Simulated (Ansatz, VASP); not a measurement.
**Cd in VASP and in Ansatz**

File INCAR:

```
PREC = Accurate
ENCUT = 520
EDIFF = 1E-6
ISMEAR = 0
SIGMA = 0.15
LREAL = F
LASPH = T
NELM = 100
ALGO = Normal
ISIF = 2
LWAVE = F
LCHARG = F
GGA = PS
NBANDS = 12
```

KPOINTS

```
Automatic mesh
0
Gamma
  18 18 18
```

POSCAR

```
Cd
1.0
    0.0000000000      2.1848775037      2.2846942425
    2.1848775037      0.0000000000      2.2846942425
    2.1848775037      2.1848775037      0.0000000000
Cd
1
Direct
    0.0000000000      0.0000000000      0.0000000000
```

Input for Ansatz:

```yaml
crystal:
  lattice:
    - [0.0, 2.1848775037, 2.2846942425]
    - [2.1848775037, 0.0, 2.2846942425]
    - [2.1848775037, 2.1848775037, 0.0]
  atoms:
    - { symbol: Cd, position: [0.0, 0.0, 0.0] }
basis:
  ecutwfc: 420
kpoints:
  mp_grid: { grid: [18, 18, 18] }
hamiltonian:
  xc: pbesol
scf:
  occupations: { method: gaussian, width: 0.15 }
output:
  forces: true
  stress: true
  eigenvalues: true
```

Change from the starting cell: strain -0.015 along x and y, +0.030 along z, atoms carried along.

Alike in both runs: task single point; functional PBEsol; k mesh 18 × 18 × 18; occupations gaussian, width 0.15 eV; no spin polarisation.

```csv
,VASP,Ansatz
version,VASP 6.6.1,Ansatz 0.2.0
potentials or method,"VASP PAW PBE potentials, release 64 (Cd), cutoff 520 eV","scalar-relativistic, plane waves, PAW"
valence electrons in the cell,12,20
```

Ansatz gave:

| Item | Value |
| --- | --- |
| gap on the k mesh at the Fermi level (eV) | none |
| pressure (GPa) | -2.0 |
| traceless stress, the component that is largest in VASP (GPa) | -1.18 |

What did VASP give for the same quantities?

gap on the k mesh at the Fermi level (eV): none; pressure (GPa): -1.7; traceless stress, the component that is largest in VASP (GPa): -1.19.

VASP's potentials were made for PBE, not for PBEsol. A gap of «none» marks a metal or a gap that the smearing closes. The functional is the same, so the differences come from potentials, cutoffs and numerics. VASP's potentials hold 12 valence electrons a cell and Ansatz's 20, so a difference there can come from the potentials and not from the codes.
